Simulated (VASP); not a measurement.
Write the native input for VASP 6.6.1 that does the following.

```yaml
Task: electric field gradients
Functional: PBE
Potentials_or_basis: VASP PAW PBE potentials, release 64 (Li_sv, F)
Cutoff: 520 eV
k_mesh: 10 × 10 × 10
Occupations: fermi-dirac, width 0.03 eV
Spin: no spin polarisation
Dipole_correction: no
Further_INCAR_settings: ALGO = Normal; EDIFF = 1e-08; NBANDS = 12
```

The structure of LiF lies in POSCAR:

```
LiF
1.0
   -0.0604200000      1.9837900000      1.9837900000
    1.9837900000     -0.0604200000      1.9837900000
    1.9837900000      1.9837900000     -0.0604200000
Li F
1 1
Direct
    0.0000000000      0.0000000000      0.0000000000
    0.5000000000      0.5000000000      0.5000000000
```

This cell differs from its parent crystal: equal xy, yz and zx shear strains of -3 %.

The input as run:

INCAR

```
PREC = Accurate ; ENCUT = 520
EDIFF = 1E-8 ; ISMEAR = -1
SIGMA = 0.03 ; LREAL = False
LASPH = True ; NELM = 100
ALGO = Normal ; ISIF = 2
LWAVE = False ; LCHARG = False
GGA = PE ; LEFG = True
NBANDS = 12
```

KPOINTS

```
regular mesh
0
Gamma
  10 10 10
```

Potentials or basis: VASP PAW PBE potentials, release 64 (Li_sv, F).

The run is started by

```console
$ cat potpaw_PBE.64/Li_sv/POTCAR potpaw_PBE.64/F/POTCAR > POTCAR
$ mpirun -np 1 vasp_std > vasp.out
```

Results of the run:

- Band gap on the k mesh: 8.93 eV, direct

Caveat: the cell differs from its parent crystal (equal xy, yz and zx shear strains of -3 %); without QUAD_EFG the Cq values of the log hold for a quadrupole moment of 1 mb, not for the nuclei.

Wall time 7.8 s on 1 thread of Intel(R) Xeon(R) 6975P-C (Granite Rapids), on a shared host, peak memory 0.14 GiB.
